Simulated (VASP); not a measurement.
BaO:

```
CELL_PARAMETERS angstrom
0.00000 2.77194 2.77194
2.77194 0.00000 2.77194
2.77194 2.77194 0.00000
ATOMIC_POSITIONS crystal
Ba 0.00000 0.00000 0.00000
O 0.50000 0.50000 0.50000
```

Base run:

| Item | Value |
| --- | --- |
| Program | VASP 6.6.1 |
| Functional | PBE0 |
| Potentials or basis | VASP PAW PBE potentials, release 64 (Ba_sv, O) |
| Cutoff | 520 eV |
| k mesh | 6 × 6 × 6 |
| Occupations | gaussian, width 0.01 eV |
| Spin | no spin polarisation |

Its results: band gap on the k mesh 3.99 eV; pressure 1.0 GPa.

The run is repeated on the same cell with these changes: functional from PBE0 to HSE06. What comes out?

Band gap on the k mesh 3.26 eV; pressure 1.1 GPa.

Caveats: the PAW data sets were made with another functional, which shifts forces and pressure a little; spin-orbit coupling is left out, which moves the levels of the heavy elements.

A k mesh can miss the band edges.
